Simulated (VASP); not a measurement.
# Si2Mo (I4/mmm) in VASP: single point with PBE

Aim: the single point of Si2Mo with PBE.

Everything below comes from runs of VASP 6.6.1. Logs are shortened: lines on timing, memory, paths and dates and some standing lists are left out, and cuts for length are marked.

**1. The cell of the first run**

The structure is tetragonal, space group I4/mmm (No. 139). Conventional cell: a = 3.217 Å, b = 3.217 Å, c = 7.873 Å, α = 90.00°, β = 90.00°, γ = 90.00°. Within 3.4 Å of Si (site symmetry 4mm) lie 9 Si at 2.60 to 3.22 Å and 5 Mo at 2.62 to 2.64 Å. Within 3.5 Å of Mo (site symmetry 4/mmm) lie 10 Si at 2.62 to 2.64 Å and 4 Mo at 3.22 Å.

**2. Single point, PBE**

INCAR reads:

```
SYSTEM = Si2Mo
ALGO = Normal
EDIFF = 1E-6
ENCUT = 520
GGA = PE
ISIF = 2
ISMEAR = 0
LASPH = .TRUE.
LCHARG = .FALSE.
LREAL = .FALSE.
LWAVE = .FALSE.
NBANDS = 56
NELM = 100
PREC = Accurate
SIGMA = 0.15
```

KPOINTS reads:

```
k-points
0
G
  10 10 6
  0 0 0
```

POSCAR reads:

```
Si2Mo
1.0
    3.2168473629     -3.2168473629      0.0000000000
   -3.2168473629     -3.2168473629      0.0000000000
    0.0000000000      0.0000000000     -7.8730200112
Si Mo
8 4
Direct
    0.0000000000      0.5000000000      0.1649008604
    0.5000000000      0.5000000000      0.6649008604
    0.5000000000      1.0000000000      0.1649008604
    0.0000000000      1.0000000000      0.6649008604
    0.0000000000      0.5000000000      0.8350991396
    0.5000000000      0.5000000000      0.3350991396
    0.5000000000      1.0000000000      0.8350991396
    0.0000000000      1.0000000000      0.3350991396
    0.0000000000      0.0000000000      0.0000000000
    0.5000000000      0.0000000000      0.5000000000
    0.5000000000      0.5000000000      0.0000000000
    1.0000000000      0.5000000000      0.5000000000
```

Potentials or basis: VASP PAW PBE potentials, release 64 (Si, Mo_sv).

Launch:

```
> cat potpaw_PBE.64/Si/POTCAR potpaw_PBE.64/Mo_sv/POTCAR > POTCAR
> mpirun -np 1 vasp_std > vasp.out
```

OUTCAR:

```text
SYSTEM = Si2Mo
   EDIFF = 1E-6
   ENCUT = 520
   GGA = PE
   ISIF = 2
   ISMEAR = 0
   LASPH = .TRUE.
   LREAL = .FALSE.
   NELM = 100
   PREC = Accurate

 ion  position               nearest neighbor table
   1  0.000  0.500  0.165-   5 2.60   9 2.62  11 2.62   9 2.62  11 2.62  12 2.64   8 2.64   8 2.64
                             6 2.64   6 2.64
   2  0.500  0.500  0.665-   6 2.60  10 2.62  12 2.62  10 2.62  12 2.62  11 2.64   7 2.64   7 2.64
                             5 2.64   5 2.64
   3  0.500  0.000  0.165-   7 2.60   9 2.62  11 2.62  11 2.62   9 2.62  10 2.64   6 2.64   8 2.64
                             8 2.64   6 2.64
   4  0.000  0.000  0.665-   8 2.60  10 2.62  12 2.62  12 2.62  10 2.62   9 2.64   5 2.64   5 2.64
                             7 2.64   7 2.64
   5  0.000  0.500  0.835-   1 2.60   9 2.62  11 2.62   9 2.62  11 2.62  12 2.64   4 2.64   4 2.64
                             2 2.64   2 2.64
   6  0.500  0.500  0.335-   2 2.60  10 2.62  12 2.62  10 2.62  12 2.62  11 2.64   3 2.64   3 2.64
                             1 2.64   1 2.64
   7  0.500  0.000  0.835-   3 2.60   9 2.62  11 2.62  11 2.62   9 2.62  10 2.64   2 2.64   4 2.64
                             4 2.64   2 2.64
   8  0.000  0.000  0.335-   4 2.60  10 2.62  12 2.62  12 2.62  10 2.62   9 2.64   1 2.64   1 2.64
                             3 2.64   3 2.64
   9  0.000  0.000  0.000-   1 2.62   3 2.62   5 2.62   7 2.62   1 2.62   5 2.62   3 2.62   7 2.62
                             4 2.64   8 2.64  11 3.22  11 3.22  11 3.22  11 3.22
  10  0.500  0.000  0.500-   2 2.62   4 2.62   6 2.62   8 2.62   2 2.62   6 2.62   4 2.62   8 2.62
                             7 2.64   3 2.64  12 3.22  12 3.22  12 3.22  12 3.22
  11  0.500  0.500  0.000-   1 2.62   3 2.62   5 2.62   7 2.62   3 2.62   7 2.62   1 2.62   5 2.62
                             6 2.64   2 2.64   9 3.22   9 3.22   9 3.22   9 3.22
  12  0.000  0.500  0.500-   2 2.62   4 2.62   6 2.62   8 2.62   4 2.62   8 2.62   2 2.62   6 2.62
                             1 2.64   5 2.64  10 3.22  10 3.22  10 3.22  10 3.22

  LATTYP: Found a simple tetragonal cell.
 ALAT       =     4.5493091687
 C/A-ratio  =     1.7305968267

  Lattice vectors:

 A1 = (   3.2168473629,  -3.2168473629,   0.0000000000)
 A2 = (  -3.2168473629,  -3.2168473629,   0.0000000000)
 A3 = (   0.0000000000,   0.0000000000,  -7.8730200112)

Analysis of symmetry for initial positions (statically):
=====================================================================
 Subroutine PRICEL returns following result:

  LATTYP: Found a body centered tetragonal cell.
 ALAT       =     3.2168473629
 C/A-ratio  =     2.4474335034

  Lattice vectors:

 A1 = (   1.6084236814,   1.6084236814,   3.9365100056)
 A2 = (  -1.6084236814,  -1.6084236814,   3.9365100056)
 A3 = (   1.6084236814,  -1.6084236814,  -3.9365100056)

   4 primitive cells build up your supercell.

 Routine SETGRP: Setting up the symmetry group for a
 simple tetragonal supercell.

 Subroutine GETGRP returns: Found 16 space group operations
 (whereof 16 operations were pure point group operations)
 out of a pool of 16 trial point group operations.

The static configuration has the point symmetry D_4h.

Analysis of symmetry for dynamics (positions and initial velocities):
=====================================================================
 Subroutine PRICEL returns following result:

  LATTYP: Found a body centered tetragonal cell.
 ALAT       =     3.2168473629
 C/A-ratio  =     2.4474335034

  Lattice vectors:

 A1 = (   1.6084236814,   1.6084236814,   3.9365100056)
 A2 = (  -1.6084236814,  -1.6084236814,   3.9365100056)
 A3 = (   1.6084236814,  -1.6084236814,  -3.9365100056)

   4 primitive cells build up your supercell.

 Routine SETGRP: Setting up the symmetry group for a
 simple tetragonal supercell.

 Subroutine GETGRP returns: Found 16 space group operations
 (whereof 16 operations were pure point group operations)
 out of a pool of 16 trial point group operations.

The dynamic configuration has the point symmetry D_4h.

 Subroutine INISYM returns: Found 16 space group operations
 (whereof 16 operations are pure point group operations),
 and found     4 'primitive' translations

[... 31 lines left out ...]
 generate k-points for:   10   10    6

 Generating k-lattice:

  Cartesian coordinates                     Fractional coordinates (reciprocal lattice)
     0.015543168 -0.015543168  0.000000000     0.100000000  0.000000000  0.000000000
    -0.015543168 -0.015543168  0.000000000     0.000000000  0.100000000  0.000000000
     0.000000000  0.000000000 -0.021169344     0.000000000  0.000000000  0.166666667

  Length of vectors
     0.021981359  0.021981359  0.021169344

  Shift w.r.t. Gamma in fractional coordinates (k-lattice)
     0.000000000  0.000000000  0.000000000

 Subroutine IBZKPT returns following result:
 ===========================================

 Found     84 irreducible k-points:

 Following reciprocal coordinates:
            Coordinates               Weight
  0.000000  0.000000  0.000000      1.000000
  0.100000  0.000000  0.000000      4.000000
  0.200000  0.000000  0.000000      4.000000
  0.300000  0.000000  0.000000      4.000000
  0.400000  0.000000  0.000000      4.000000
  0.500000  0.000000  0.000000      2.000000
[... 16 lines left out ...]
  0.100000  0.000000  0.166667      8.000000
  0.200000  0.000000  0.166667      8.000000
 [... further k-points ...]
   k-points           NKPTS =     84   k-points in BZ     NKDIM =     84   number of bands    NBANDS=     56
   number of dos      NEDOS =    301   number of ions     NIONS =     12
   total plane-waves  NPLWV =  77760
   dimension x,y,z NGX =    36 NGY =   36 NGZ =   60
   dimension x,y,z NGXF=    72 NGYF=   72 NGZF=  120
   ions per type =               8   4
   NGX,Y,Z   is equivalent  to a cutoff of  13.16, 13.16, 12.67 a.u.
   NGXF,Y,Z  is equivalent  to a cutoff of  26.31, 26.31, 25.34 a.u.
 SYSTEM =  Si2Mo
   PREC   = accura    normal or accurate (medium, high low for compatibility)
   ISTART =      0    job   : 0-new  1-cont  2-samecut
   ICHARG =      2    charge: 1-file 2-atom 10-const
   ISPIN  =      1    spin polarized calculation?
   LNONCOLLINEAR =      F non collinear calculations
   LSORBIT =      F    spin-orbit coupling
   LASPH  =      T    aspherical Exc in radial PAW
   ENCUT  =  520.0 eV  38.22 Ry    6.18 a.u.   8.46  8.46 14.64*2*pi/ulx,y,z
   NELM   =    100;   NELMIN=  2; NELMDL= -5     # of ELM steps
   EDIFF  = 0.1E-05   stopping-criterion for ELM
   LREAL  =      F    real-space projection
   EDIFFG = 0.1E-04   stopping-criterion for IOM
   NSW    =      0    number of steps for IOM
   IBRION =     -1    ionic relax: 0-MD 1-quasi-New 2-CG
   NFREE  =      0    steps in history (QN), initial steepest desc. (CG)
   ISIF   =      2    stress and relaxation
   ISYM   =      2    0-nonsym 1-usesym 2-fastsym
   POTIM  = 0.5000    time-step for ionic-motion
   TEBEG  =    0.0;   TEEND  =   0.0 temperature during run
   PSTRESS=    0.0 pullay stress
   NELECT =      88.0000    total number of electrons
   NUPDOWN=      -1.0000    fix difference up-down
   EMIN   =  10.00;   EMAX   =-10.00  energy-range for DOS
   EFERMI =   0.00;   METHOD = LEGACY
   ISMEAR =     0;   SIGMA  =   0.15  broadening in eV -4-tet -1-fermi 0-gaus
   EFERMI_NEDOS =   21; number of points for ismear=-14 and -15
   IALGO  =     38    algorithm
   IMIX   =      4    mixing-type and parameters
     AMIX     =   0.40;   BMIX     =  1.00
     AMIX_MAG =   1.60;   BMIX_MAG =  1.00
  volume/ion in A,a.u.               =      13.58        91.63
  Fermi-wavevector in a.u.,A,eV,Ry     =   1.333189  2.519361 24.182889  1.777392
  Thomas-Fermi vector in A             =   2.462066
   LORBIT       =      0    0 simple, 1 ext, 2 COOP (PROOUT), +10 PAW based schemes
   GGA     = PE    functional components
   LHFCALC =     F    Hartree Fock is set to
   AEXX    =    0.0000 exact exchange contribution
   IVDW    =     0    specifies the selected vdW correction
   LEPSILON=     F    determine dielectric tensor
   LRPA    =     F    only Hartree local field effects (RPA)
 non-spin polarized calculation
 Gauss-broadening in eV      SIGMA  =   0.15
  energy-cutoff  :      520.00
  volume of cell :      162.94
 maximum number of plane-waves:      4425
 NGX is ok and might be reduce to    36
   NGX = 17   NGY = 17   NGZ = 29

 number of electron      88.0000010 magnetization

 Free energy of the ion-electron system (eV)
  ---------------------------------------------------
  ext. energy  EPLUGINS =         0.00000000
  ---------------------------------------------------
  free energy    TOTEN  =       -93.04981148 eV

  energy without entropy =      -93.03704308  energy(sigma->0) =      -93.04342728

 E-fermi :  12.0951     XC(G=0): -12.3691

 val. band max:       12.0760718003   @ k =   0.3000   0.1000   0.0000
 cond. band min:      12.1071311973   @ k =   0.4000   0.0000   0.0000
 fundamental gap:      0.0310593969
 Fermi energy:        12.0950869346

 k-point     1 :       0.0000    0.0000    0.0000
  band No.  band energies     occupation
      1     -48.6606      2.00000
      2     -48.6601      2.00000
      3     -48.6269      2.00000
      4     -48.6269      2.00000
      5     -22.9408      2.00000
      6     -22.9408      2.00000
[... 1405 lines left out ...]
     55      15.2596      0.00000
     56      15.7089      0.00000

 [... further k-points ...]

------------------------ aborting loop because EDIFF is reached ----------------------------------------

  FORCE on cell =-STRESS in cart. coord.  units (eV):
  Direction    XX          YY          ZZ          XY          YZ          ZX
  --------------------------------------------------------------------------------------
  -------------------------------------------------------------------------------------
  Total        0.1823752      0.1823752      0.1326509      0.0000000      0.0000000     -0.0000000
  in kB        1.7932637      1.7932637      1.3043333      0.0000000      0.0000000     -0.0000000
  external PRESSURE =       1.6302869 kB  Pullay stress =       0.0000000 kB

 VOLUME and BASIS-vectors are now :
 -----------------------------------------------------------------------------
  energy-cutoff  :      520.00
  volume of cell :      162.94
      direct lattice vectors                 reciprocal lattice vectors
     3.216847363 -3.216847363  0.000000000     0.155431683 -0.155431683  0.000000000
    -3.216847363 -3.216847363  0.000000000    -0.155431683 -0.155431683  0.000000000
     0.000000000  0.000000000 -7.873020011     0.000000000  0.000000000 -0.127016062

 POSITION                                       TOTAL-FORCE (eV/Angst)
 -----------------------------------------------------------------------------------
     -1.60842     -1.60842     -1.29827         0.000000      0.000000      0.001809
      0.00000     -3.21685     -5.23478         0.000000      0.000000      0.001809
      1.60842     -1.60842     -1.29827         0.000000      0.000000      0.001809
      0.00000      0.00000     -5.23478         0.000000      0.000000      0.001809
     -1.60842     -1.60842     -6.57475         0.000000      0.000000     -0.001809
      0.00000     -3.21685     -2.63824         0.000000      0.000000     -0.001809
      1.60842     -1.60842     -6.57475         0.000000      0.000000     -0.001809
      0.00000      0.00000     -2.63824         0.000000      0.000000     -0.001809
      0.00000      0.00000      0.00000        -0.000000     -0.000000     -0.000000
      1.60842     -1.60842     -3.93651        -0.000000     -0.000000     -0.000000
      0.00000     -3.21685      0.00000        -0.000000     -0.000000     -0.000000
     -1.60842     -1.60842     -3.93651        -0.000000     -0.000000     -0.000000
 -----------------------------------------------------------------------------------
    total drift:                               -0.000000     -0.000000     -0.000000

  FREE ENERGIE OF THE ION-ELECTRON SYSTEM (eV)
  ---------------------------------------------------
  free  energy   TOTEN  =       -93.0498114829 eV

  energy  without entropy=      -93.0370430838  energy(sigma->0) =      -93.04342728
```

It took 7.6 min on 1 thread of Intel Xeon Platinum 8488C (Sapphire Rapids), shared host; peak memory 0.63 GiB.

Results:

| Item | Value |
| --- | --- |
| Free energy | -93.0498 eV |
| Pressure | 0.2 GPa |
| Band gap on the k mesh | zero (bands 44 and 45 overlap by 0.80 eV) |

The gap in the log of VASP goes by the Fermi energy; the results here count the filled bands.